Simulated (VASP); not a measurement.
Set up this calculation in VASP 6.6.1, as the native input.

| Item | Value |
| --- | --- |
| Task | single point |
| Functional | LDA |
| Potentials or basis | VASP PAW LDA potentials, release 64 (W_sv) |
| Cutoff | 520 eV |
| k mesh | 3 × 3 × 3 |
| Occupations | fermi-dirac, width 0.1 eV |
| Spin | no spin polarisation |
| Dipole correction | no |
| Further INCAR settings | ALGO = Normal; EDIFF = 1e-06; NBANDS = 13 |

The structure of W lies in POSCAR:

```
W
1.0
    0.0000000000      2.0300000000      2.0300000000
    2.0300000000      0.0000000000      2.0300000000
    2.0300000000      2.0300000000      0.0000000000
W
1
Direct
    0.0000000000      0.0000000000      0.0000000000
```

These files were run (other wordings do the same):

INCAR

```
ALGO = Normal ; EDIFF = 1E-6
ENCUT = 520 ; GGA = CA
ISIF = 2 ; ISMEAR = -1
LASPH = True ; LCHARG = False
LREAL = False ; LWAVE = False
NBANDS = 13 ; NELM = 100
PREC = Accurate ; SIGMA = 0.1
```

KPOINTS

```
k-points
0
Gamma
  3 3 3
```

Potentials or basis: VASP PAW LDA potentials, release 64 (W_sv).

Command:

```console
$ cat potpaw_LDA.64/W_sv/POTCAR > POTCAR
$ mpirun -np 1 vasp_std > vasp.out
```

It gave:

The pressure is -10.1 GPa and the band gap on the k mesh is zero (band 7 reaches 10.29 eV, above the bottom of band 8 at 9.54 eV).

Caveat: the k points lie up to 0.89 Å⁻¹ apart; spin-orbit coupling is left out, which moves the levels of the heavy elements.

Wall time 2.5 s on 1 thread of AMD EPYC 7R43 64-Core Processor (Zen 3) (shared host), peak memory 0.09 GiB.
